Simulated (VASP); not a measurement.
# ErH: single point with PBEsol

ErH:

```
CELL_PARAMETERS angstrom
0.00000 2.43585 2.43585
2.43585 0.00000 2.43585
2.43585 2.43585 0.00000
ATOMIC_POSITIONS crystal
Er 0.00000 0.00000 0.00000
H 0.50000 0.50000 0.50000
```

```
Program             : VASP 6.6.1
Task                : single point
Functional          : PBEsol
Potentials or basis : VASP PAW PBE potentials, release 64 (Er, H)
Cutoff              : 600 eV
k mesh              : 6 × 6 × 6
Occupations         : fermi-dirac, width 0.05 eV
Spin                : collinear spin, ferromagnetic start
Starting moments    : [3.0, 0.0] μB
```

```json
{
 "Pressure": "-2.4 GPa",
 "Net moment": "2.21 μB per cell",
 "Site moments": "Er +2.35; H -0.00 μB",
 "Valence electrons inside the program's atomic spheres": "Er 19.69; H 0.51"
}
```

Levels at points of the mesh, in eV from the Fermi level:
Spin up:
| k point | band 10 | band 11 | band 12 | band 13 | band 14 | band 15 |
| --- | --- | --- | --- | --- | --- | --- |
| (0.00, 0.00, 0.00) | -1.62 | -1.62 | -1.62 | 2.64 | 2.64 | 2.64 |
| (0.50, 0.00, 0.00) | -2.03 | -1.77 | -1.77 | -1.62 | 2.00 | 2.00 |
| (0.50, 0.50, 0.00) | -1.77 | -1.76 | -1.76 | -0.61 | 2.60 | 7.15 |
Spin down:
| k point | band 8 | band 9 | band 10 | band 11 | band 12 | band 13 |
| --- | --- | --- | --- | --- | --- | --- |
| (0.00, 0.00, 0.00) | -0.32 | -0.10 | -0.10 | -0.10 | 0.02 | 2.65 |
| (0.50, 0.00, 0.00) | -0.50 | -0.31 | -0.06 | 0.08 | 0.08 | 0.33 |
| (0.50, 0.50, 0.00) | -0.50 | -0.49 | -0.05 | 0.05 | 0.05 | 0.34 |

It took 2.7 min on 1 thread of Intel Xeon 8259CL, on a shared host, peak memory 0.2 GiB.

Caveat: the k points lie up to 0.37 Å⁻¹ apart; the magnetic or orbital state may not be the lowest; the PAW data sets were made with another functional, which shifts forces and pressure a little; spin-orbit coupling is left out, which moves the levels of the heavy elements; semilocal functionals describe open f shells poorly, which spoils levels, moments and volumes. The state reached can hang on the start; a lower one may exist.
